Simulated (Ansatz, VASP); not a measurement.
**One calculation of Ge, two programs**

```
Ge
1.0
     3.97514    0.00000    0.00000
     0.00000    3.97514    0.00000
     0.00000    0.00000   23.02710
Ge
6
Direct
  0.75000 0.00000 0.34659
  0.25000 0.00000 0.40760
  0.25000 0.50000 0.46976
  0.75000 0.50000 0.53024
  0.75000 0.00000 0.59240
  0.25000 0.00000 0.65341
```

Alike in both runs: functional LDA; k mesh 7 × 7 × 1; occupations fermi-dirac, width 0.02 eV; no spin polarisation.

Ansatz relaxed the structure, and its values are those at the end. VASP's run is a single point on that final structure, the one shown.

|  | VASP | Ansatz |
| --- | --- | --- |
| version | VASP 6.6.1 | Ansatz 0.2.0 |
| potentials or method | VASP PAW LDA potentials, release 64 (Ge_d) | PAW with Ansatz's default frozen-core files, scalar-relativistic |
| plane-wave cutoff (eV) | 520 | 420 |
| valence electrons in the cell | 84 | 84 |

|  | VASP | Ansatz | Ansatz less VASP |
| --- | --- | --- | --- |
| rms of the force components (eV/Å) | 0.008 | 0.001 | -0.0069 |

LDA's correlation is that of Perdew and Zunger in VASP and of Perdew and Wang (1992) in Ansatz. Ansatz's warnings: stress scf threshold loose.
